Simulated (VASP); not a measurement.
# CdInS2 (P-3m1) in VASP: notebook, part 2 of 2

VASP 6.6.1. The steps go on from the part before.

### Step 3. Single point, PBE

This run uses another cell than the first one, of the same volume but with other edges.

Input file INCAR:

```
SYSTEM = CdInS2
ALGO = Normal
EDIFF = 1E-6
ENCUT = 520
GGA = PE
ISIF = 2
ISMEAR = 0
LASPH = .TRUE.
LCHARG = .FALSE.
LREAL = .FALSE.
LWAVE = .FALSE.
NBANDS = 26
NELM = 60
PREC = Accurate
SIGMA = 0.15
```

Input file KPOINTS:

```
k-points
0
G
  12 12 6
  0 0 0
```

Input file POSCAR:

```
CdInS2
1.0
    4.0863836495      0.0000000000      0.0000000000
   -2.0431918247      3.5389120501      0.0000000000
    0.0000000000      0.0000000000      6.1115953862
Cd In S
1 1 2
Direct
    0.0000000000      0.0000000000      0.0000000000
    0.0000000000      0.0000000000      0.5000000000
    0.6666666667      0.3333333333      0.8067465330
    0.3333333333      0.6666666667      0.1932534670
```

Potentials or basis: VASP PAW PBE potentials, release 64 (Cd, In_d, S).

Started as:

```bash
$ cat potpaw_PBE.64/Cd/POTCAR potpaw_PBE.64/In_d/POTCAR potpaw_PBE.64/S/POTCAR > POTCAR
$ mpirun -np 1 vasp_std > vasp.out
```

OUTCAR:

```text
SYSTEM = CdInS2
   EDIFF = 1E-6
   ENCUT = 520
   GGA = PE
   ISIF = 2
   ISMEAR = 0
   LASPH = .TRUE.
   LREAL = .FALSE.
   NELM = 60
   PREC = Accurate

 ion  position               nearest neighbor table
   1  0.000  0.000  0.000-   3 2.64   4 2.64   4 2.64   3 2.64   3 2.64   4 2.64   2 3.06   2 3.06

   2  0.000  0.000  0.500-   3 3.01   4 3.01   4 3.01   3 3.01   3 3.01   4 3.01   1 3.06   1 3.06

   3  0.667  0.333  0.807-   1 2.64   1 2.64   1 2.64   2 3.01   2 3.01   2 3.01
   4  0.333  0.667  0.193-   1 2.64   1 2.64   1 2.64   2 3.01   2 3.01   2 3.01

  LATTYP: Found a hexagonal cell.
 ALAT       =     4.0863836495
 C/A-ratio  =     1.4956000000

  Lattice vectors:

 A1 = (   4.0863836495,   0.0000000000,   0.0000000000)
 A2 = (  -2.0431918247,   3.5389120501,   0.0000000000)
 A3 = (   0.0000000000,   0.0000000000,   6.1115953862)

Analysis of symmetry for initial positions (statically):
=====================================================================
 Subroutine PRICEL returns:
 Original cell was already a primitive cell.

 Routine SETGRP: Setting up the symmetry group for a
 hexagonal supercell.

 Subroutine GETGRP returns: Found 12 space group operations
 (whereof 12 operations were pure point group operations)
 out of a pool of 24 trial point group operations.

The static configuration has the point symmetry D_3d.

Analysis of symmetry for dynamics (positions and initial velocities):
=====================================================================
 Subroutine PRICEL returns:
 Original cell was already a primitive cell.

 Routine SETGRP: Setting up the symmetry group for a
 hexagonal supercell.

 Subroutine GETGRP returns: Found 12 space group operations
 (whereof 12 operations were pure point group operations)
 out of a pool of 24 trial point group operations.
[... 120 lines left out ...]
   ISMEAR =     0;   SIGMA  =   0.15  broadening in eV -4-tet -1-fermi 0-gaus
   EFERMI_NEDOS =   21; number of points for ismear=-14 and -15
   IALGO  =     38    algorithm
   IMIX   =      4    mixing-type and parameters
     AMIX     =   0.40;   BMIX     =  1.00
     AMIX_MAG =   1.60;   BMIX_MAG =  1.00
  volume/ion in A,a.u.               =      22.10       149.11
  Fermi-wavevector in a.u.,A,eV,Ry     =   1.224675  2.314300 20.406415  1.499829
  Thomas-Fermi vector in A             =   2.359741
   LORBIT       =      0    0 simple, 1 ext, 2 COOP (PROOUT), +10 PAW based schemes
   GGA     = PE    functional components
   LHFCALC =     F    Hartree Fock is set to
   AEXX    =    0.0000 exact exchange contribution
   IVDW    =     0    specifies the selected vdW correction
   LEPSILON=     F    determine dielectric tensor
   LRPA    =     F    only Hartree local field effects (RPA)
 non-spin polarized calculation
 Gauss-broadening in eV      SIGMA  =   0.15
  energy-cutoff  :      520.00
  volume of cell :       88.38
 maximum number of plane-waves:      2410
   NGX = 15   NGY = 15   NGZ = 23

 number of electron      37.0000006 magnetization

 Free energy of the ion-electron system (eV)
  ---------------------------------------------------
  ext. energy  EPLUGINS =         0.00000000
  ---------------------------------------------------
  free energy    TOTEN  =       -12.31075915 eV

  energy without entropy =      -12.29144345  energy(sigma->0) =      -12.30110130

 E-fermi :   4.8891     XC(G=0): -10.0195

 val. band max:        4.8873871635   @ k =   0.1667   0.0833   0.1667
 cond. band min:       4.9173512918   @ k =  -0.0833   0.5000   0.1667
 fundamental gap:      0.0299641283
 Fermi energy:         4.8891275410

 k-point     1 :       0.0000    0.0000    0.0000
  band No.  band energies     occupation
      1      -9.5905      2.00000
      2      -9.4829      2.00000
      3      -9.4829      2.00000
      4      -9.4646      2.00000
      5      -9.4646      2.00000
      6      -8.8446      2.00000
[... 685 lines left out ...]
     25      11.1888      0.00000
     26      11.6424      0.00000

 [... further k-points ...]

------------------------ aborting loop because EDIFF is reached ----------------------------------------

  FORCE on cell =-STRESS in cart. coord.  units (eV):
  Direction    XX          YY          ZZ          XY          YZ          ZX
  --------------------------------------------------------------------------------------
  -------------------------------------------------------------------------------------
  Total        1.1460599      1.1460599      5.3748484      0.0000000     -0.0000000      0.0000000
  in kB       20.7756400     20.7756400     97.4346214      0.0000000     -0.0000000      0.0000000
  external PRESSURE =      46.3286338 kB  Pullay stress =       0.0000000 kB

 VOLUME and BASIS-vectors are now :
 -----------------------------------------------------------------------------
  energy-cutoff  :      520.00
  volume of cell :       88.38
      direct lattice vectors                 reciprocal lattice vectors
     4.086383650  0.000000000  0.000000000     0.244715153  0.141286359  0.000000000
    -2.043191825  3.538912050  0.000000000     0.000000000  0.282572719  0.000000000
     0.000000000  0.000000000  6.111595386     0.000000000  0.000000000  0.163623397

 POSITION                                       TOTAL-FORCE (eV/Angst)
 -----------------------------------------------------------------------------------
      0.00000      0.00000      0.00000        -0.000000      0.000000      0.000000
      0.00000      0.00000      3.05580        -0.000000      0.000000      0.000000
      2.04319      1.17964      4.93051        -0.000000      0.000000     -1.618553
     -0.00000      2.35927      1.18109         0.000000      0.000000      1.618553
 -----------------------------------------------------------------------------------
    total drift:                               -0.000000      0.000000      0.000000

  FREE ENERGIE OF THE ION-ELECTRON SYSTEM (eV)
  ---------------------------------------------------
  free  energy   TOTEN  =       -12.3107591506 eV

  energy  without entropy=      -12.2914434514  energy(sigma->0) =      -12.30110130
```

OSZICAR:

```text
N       E                     dE             d eps       ncg     rms          rms(c)
DAV:   1     0.319575162277E+03    0.31958E+03   -0.17611E+04  5208   0.154E+03
DAV:   2     0.179758072901E+02   -0.30160E+03   -0.29004E+03  5324   0.394E+02
DAV:   3    -0.120657598715E+02   -0.30042E+02   -0.29454E+02  6546   0.123E+02
DAV:   4    -0.131366024610E+02   -0.10708E+01   -0.10609E+01  6030   0.226E+01
DAV:   5    -0.131689041514E+02   -0.32302E-01   -0.32289E-01  7580   0.421E+00    0.116E+01
DAV:   6    -0.123157550644E+02    0.85315E+00   -0.18924E+00  8046   0.201E+01    0.928E+00
DAV:   7    -0.123135061190E+02    0.22489E-02   -0.55491E-01  5826   0.406E+00    0.371E+00
DAV:   8    -0.123111975807E+02    0.23085E-02   -0.61878E-02  6248   0.256E+00    0.497E-01
DAV:   9    -0.123105229782E+02    0.67460E-03   -0.78509E-03  6498   0.105E+00    0.166E-01
DAV:  10    -0.123106897512E+02   -0.16677E-03   -0.81182E-04  6118   0.184E-01    0.129E-01
DAV:  11    -0.123107586076E+02   -0.68856E-04   -0.31663E-04  6562   0.154E-01    0.296E-02
DAV:  12    -0.123107581688E+02    0.43879E-06   -0.40592E-05  6594   0.489E-02    0.222E-02
DAV:  13    -0.123107591506E+02   -0.98175E-06   -0.47175E-06  5948   0.109E-02
   1 F= -.12310759E+02 E0= -.12301101E+02  d E =-.193157E-01
```

stdout:

```text
POSCAR found type information on POSCAR CdInS
 POSCAR found :  3 types and       4 ions
 scaLAPACK will be used
 LDA part: xc-table for (Slater+PW92), standard interpolation
 POSCAR, INCAR and KPOINTS ok, starting setup
 FFT: planning ... GRIDC
 FFT: planning ... GRID_SOFT
 FFT: planning ... GRID
 WAVECAR not read
 entering main loop
```

Wall time 2.9 min (1 thread of Intel Xeon Platinum 8259CL at 2.50GHz (Skylake/Cascade Lake), shared host); peak memory 0.36 GiB.

Results:

- Free energy: -12.3108 eV
- Pressure: 4.6 GPa
- Largest force: 1.619 eV/Å
- Band gap on the k mesh: zero (an odd number of electrons rules out a gap without spin polarisation)

Forces in eV/Å, atoms in the order of the input:
```
Cd   0.000  0.000  0.000
In   0.000  0.000  0.000
S    0.000  0.000 -1.619
S    0.000  0.000  1.619
```

Levels at points of the mesh, in eV from the Fermi level:
```csv
k point,band 15,band 16,band 17,band 18,band 19,band 20,band 21,band 22,band 23,band 24
"(0.00, 0.00, 0.00)",-2.02,-1.77,-1.66,-1.39,-1.39,1.73,4.47,4.57,4.57,6.52
"(0.50, 0.00, 0.00)",-3.61,-3.46,-2.95,-0.96,0.33,1.92,2.29,3.83,4.25,7.24
"(0.00, 0.00, 0.50)",-1.87,-1.87,-1.46,-1.46,0.87,0.88,3.78,4.58,4.58,5.18
"(0.50, 0.00, 0.50)",-3.28,-2.39,-2.16,-1.60,-0.59,1.70,3.63,4.90,5.09,5.91
```

Caveat: the stress differs along the axes, from 2 to 10 GPa; spin-orbit coupling is left out, which moves the levels of the heavy elements; forces of over 1 eV/Å act on the atoms, so gaps and moduli don't describe the material at rest.

The gap in the log of VASP goes by the Fermi energy; the results here count the filled bands.